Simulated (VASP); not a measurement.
# FK in VASP: further runs

The runs below take FK through single point, with LDA.

Program: VASP 6.6.1. These are calculated values, not measurements. Logs are shortened: lines on timing, memory, paths and dates and some standing lists are left out, and cuts for length are marked.

## 1. The cell of the first run

The cell holds a molecule in a box, 2 atoms: a = 11.000 Å, b = 10.000 Å, c = 10.000 Å, α = 90.00°, β = 90.00°, γ = 90.00°.

## 2. Single point, LDA (last atom moved by 0.04 Å along z)

INCAR

```
SYSTEM = KF
ALGO = Normal
EDIFF = 1E-6
EFERMI = MIDGAP
ENCUT = 520
GGA = CA
GGA_COMPAT = .FALSE.
ISIF = 0
ISMEAR = 0
LASPH = .TRUE.
LCHARG = .FALSE.
LREAL = Auto
LWAVE = .FALSE.
NBANDS = 18
NELM = 120
NELMDL = -8
PREC = Accurate
ROPT = -0.00025 -0.00025
SIGMA = 0.03
```

KPOINTS

```
k-points
0
Gamma
  1 1 1
```

POSCAR

```
KF
1.0
   11.0000000000      0.0000000000      0.0000000000
    0.0000000000     10.0000000000      0.0000000000
    0.0000000000      0.0000000000     10.0000000000
F K
1 1
Direct
    0.5858500000      0.4688700000      0.5502350000
    0.4165136400      0.5353300000      0.4605650000
```

Potentials or basis: VASP PAW LDA potentials, release 64 (F, K_sv).

Run with:

```console
> cat potpaw_LDA.64/F/POTCAR potpaw_LDA.64/K_sv/POTCAR > POTCAR
> mpirun -np 1 vasp_gam > vasp.out
```

OUTCAR:

```text
SYSTEM = KF
   EDIFF = 1E-6
   EFERMI = MIDGAP
   ENCUT = 520
   GGA = CA
   ISIF = 0
   ISMEAR = 0
   LASPH = .TRUE.
   LREAL = Auto
   NELM = 120
   NELMDL = -8
   PREC = Accurate

 Found      1 irreducible k-points:

 Following reciprocal coordinates:
            Coordinates               Weight
  0.000000  0.000000  0.000000      1.000000
   k-points           NKPTS =      1   k-points in BZ     NKDIM =      1   number of bands    NBANDS=     18
   number of dos      NEDOS =    301   number of ions     NIONS =      2
   total plane-waves  NPLWV = 537600
   dimension x,y,z NGX =    84 NGY =   80 NGZ =   80
   dimension x,y,z NGXF=   168 NGYF=  160 NGZF=  160
   ions per type =               1   1
   NGX,Y,Z   is equivalent  to a cutoff of  12.70, 13.30, 13.30 a.u.
   NGXF,Y,Z  is equivalent  to a cutoff of  25.39, 26.60, 26.60 a.u.
 SYSTEM =  KF
   PREC   = accura    normal or accurate (medium, high low for compatibility)
   ISTART =      0    job   : 0-new  1-cont  2-samecut
   ICHARG =      2    charge: 1-file 2-atom 10-const
   ISPIN  =      1    spin polarized calculation?
   LNONCOLLINEAR =      F non collinear calculations
   LSORBIT =      F    spin-orbit coupling
   LASPH  =      T    aspherical Exc in radial PAW
   ENCUT  =  520.0 eV  38.22 Ry    6.18 a.u.  20.45 18.59 18.59*2*pi/ulx,y,z
   NELM   =    120;   NELMIN=  2; NELMDL= -8     # of ELM steps
   EDIFF  = 0.1E-05   stopping-criterion for ELM
   LREAL  =      T    real-space projection
   EDIFFG = 0.1E-04   stopping-criterion for IOM
   NSW    =      0    number of steps for IOM
   IBRION =     -1    ionic relax: 0-MD 1-quasi-New 2-CG
   NFREE  =      0    steps in history (QN), initial steepest desc. (CG)
   ISIF   =      0    stress and relaxation
   ISYM   =      2    0-nonsym 1-usesym 2-fastsym
   POTIM  = 0.5000    time-step for ionic-motion
   TEBEG  =    0.0;   TEEND  =   0.0 temperature during run

   SCALEE = 1.0000    scale energy and forces
   PSTRESS=    0.0 pullay stress
   NELECT =      16.0000    total number of electrons
   NUPDOWN=      -1.0000    fix difference up-down
   EMIN   =  10.00;   EMAX   =-10.00  energy-range for DOS
   EFERMI =   0.00;   METHOD = MIDGAP
   ISMEAR =     0;   SIGMA  =   0.03  broadening in eV -4-tet -1-fermi 0-gaus
   EFERMI_NEDOS =   21; number of points for ismear=-14 and -15
   IALGO  =     38    algorithm
   IMIX   =      4    mixing-type and parameters
     AMIX     =   0.40;   BMIX     =  1.00
     AMIX_MAG =   1.60;   BMIX_MAG =  1.00
  volume/ion in A,a.u.               =     550.00      3711.58
  Fermi-wavevector in a.u.,A,eV,Ry     =   0.399623  0.755178  2.172832  0.159699
  Thomas-Fermi vector in A             =   1.347967
   LORBIT       =      0    0 simple, 1 ext, 2 COOP (PROOUT), +10 PAW based schemes
   GGA     = CA    functional components
   LHFCALC =     F    Hartree Fock is set to
   AEXX    =    0.0000 exact exchange contribution
   IVDW    =     0    specifies the selected vdW correction
   LEPSILON=     F    determine dielectric tensor
   LRPA    =     F    only Hartree local field effects (RPA)

   CSHIFT  =0.1000    complex shift for real part using Kramers Kronig

   OMEGAMAX=  -1.0    maximum frequency
 non-spin polarized calculation
 Gauss-broadening in eV      SIGMA  =   0.03
  energy-cutoff  :      520.00
  volume of cell :     1100.00
 maximum number of plane-waves:     14859
 NGX is ok and might be reduce to    84
   NGX = 41   NGY = 37   NGZ = 37

 number of electron      16.0000009 magnetization

 Free energy of the ion-electron system (eV)
  ---------------------------------------------------
  ext. energy  EPLUGINS =         0.00000000
  ---------------------------------------------------
  free energy    TOTEN  =        -6.52103428 eV

  energy without entropy =       -6.52103428  energy(sigma->0) =       -6.52103428

 E-fermi :  -3.1259     XC(G=0):  -0.7419

 val. band max:       -5.0553200501   @ k =   0.0000   0.0000   0.0000
 cond. band min:      -1.1964548426   @ k =   0.0000   0.0000   0.0000
 fundamental gap:      3.8588652075
 Fermi energy:        -3.1258874463

 k-point     1 :       0.0000    0.0000    0.0000
  band No.  band energies     occupation
      1     -34.0684      2.00000
      2     -23.1599      2.00000
      3     -17.8714      2.00000
      4     -17.8704      2.00000
      5     -17.4794      2.00000
      6      -5.0616      2.00000
      7      -5.0604      2.00000
      8      -5.0553      2.00000
      9      -1.1965      0.00000
     10       0.5217      0.00000
     11       0.5568      0.00000
     12       0.6130      0.00000
     13       0.6999      0.00000
     14       1.0497      0.00000
     15       1.1818      0.00000
     16       1.6565      0.00000
     17       1.8953      0.00000
     18       1.9742      0.00000

------------------------ aborting loop because EDIFF is reached ----------------------------------------

 VOLUME and BASIS-vectors are now :
 -----------------------------------------------------------------------------
  energy-cutoff  :      520.00
  volume of cell :     1100.00
      direct lattice vectors                 reciprocal lattice vectors
    11.000000000  0.000000000  0.000000000     0.090909091  0.000000000  0.000000000
     0.000000000 10.000000000  0.000000000     0.000000000  0.100000000  0.000000000
     0.000000000  0.000000000 10.000000000     0.000000000  0.000000000  0.100000000

 POSITION                                       TOTAL-FORCE (eV/Angst)
 -----------------------------------------------------------------------------------
      6.44435      4.68870      5.50235        -0.274789      0.092297     -0.121031
      4.58165      5.35330      4.60565         0.274789     -0.092297      0.121031
 -----------------------------------------------------------------------------------
    total drift:                                0.000110     -0.003399      0.001654

  FREE ENERGIE OF THE ION-ELECTRON SYSTEM (eV)
  ---------------------------------------------------
  free  energy   TOTEN  =        -6.5210342831 eV

  energy  without entropy=       -6.5210342831  energy(sigma->0) =       -6.52103428
```

Wall time 75 s (1 thread of Intel Xeon Platinum 8488C (Sapphire Rapids), shared host); peak memory 0.61 GiB.

Results:

* Free energy: -6.5210 eV
* Largest force: 0.314 eV/Å
* Gap between the frontier levels: 3.86 eV

Forces in eV/Å, atoms in the order of the input:
```
F   -0.275  0.092 -0.121
K    0.275 -0.092  0.121
```

Caveat: the cell differs from its parent crystal (last atom moved by 0.04 Å along z).

## 3. Single point, LDA (last atom moved by 0.04 Å along z)

INCAR

```
SYSTEM = KF
ALGO = Normal
EDIFF = 1E-6
EFERMI = MIDGAP
ENCUT = 720
GGA = CA
GGA_COMPAT = .FALSE.
ISIF = 0
ISMEAR = 0
LASPH = .TRUE.
LCHARG = .FALSE.
LREAL = .FALSE.
LWAVE = .FALSE.
NBANDS = 28
NELM = 120
NELMDL = -8
PREC = Accurate
SIGMA = 0.03
```

KPOINTS is that of step 2.

POSCAR is that of step 2.

Potentials or basis: VASP PAW LDA potentials, release 64 (F, K_sv).

Run with:

```console
> cat potpaw_LDA.64/F/POTCAR potpaw_LDA.64/K_sv/POTCAR > POTCAR
> mpirun -np 1 vasp_gam > vasp.out
```

Wall time 2.6 min (1 thread of Intel Xeon Platinum 8488C (Sapphire Rapids), shared host); peak memory 0.82 GiB.

Results (log left out):

| Property | Result |
| --- | --- |
| Free energy | -6.5251 eV |
| Largest force | 0.316 eV/Å |
| Gap between the frontier levels | 3.86 eV |

Forces on the atoms (eV/Å):
```
F   -0.276  0.092 -0.123
K    0.276 -0.092  0.123
```

Levels at points of the mesh, in eV from the valence-band top:
| k point | band 4 | band 5 | band 6 | band 7 | band 8 | band 9 | band 10 | band 11 | band 12 | band 13 |
| --- | --- | --- | --- | --- | --- | --- | --- | --- | --- | --- |
| (0.00, 0.00, 0.00) | -12.81 | -12.42 | -0.01 | 0.00 | 0.00 | 3.86 | 5.58 | 5.62 | 5.67 | 5.76 |

Caveat: the cell differs from its parent crystal (last atom moved by 0.04 Å along z).
